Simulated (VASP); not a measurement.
The system is Fe.

```
CELL_PARAMETERS angstrom
0.00000 1.91550 1.93855
1.47819 0.00000 1.93855
1.47819 1.91550 0.00000
ATOMIC_POSITIONS crystal
Fe 0.00000 0.00000 0.00000
```

This cell differs from its parent crystal: volume scaled by 0.96.

Base run:

- Program: VASP 6.6.1
- Functional: PBE
- Potentials or basis: VASP PAW PBE potentials, release 64 (Fe)
- Cutoff: 520 eV
- k mesh: 13 × 13 × 13
- Occupations: fermi-dirac, width 0.05 eV
- Spin: collinear spin, ferromagnetic start
- Starting moments: [3.0] μB

Its results: pressure 6.9 GPa; net moment 2.11 μB per cell; site moments Fe +2.10 μB.

Problem. The run is repeated on the same cell with these changes: functional from PBE to PBEsol. What comes out?

Solution. Pressure -3.0 GPa; net moment 2.11 μB per cell; site moments Fe +2.10 μB.

PBEsol binds more tightly than PBE, so the same cell stands under less pressure.

Caveats: the PAW data sets were made with another functional, which shifts forces and pressure a little (some runs).
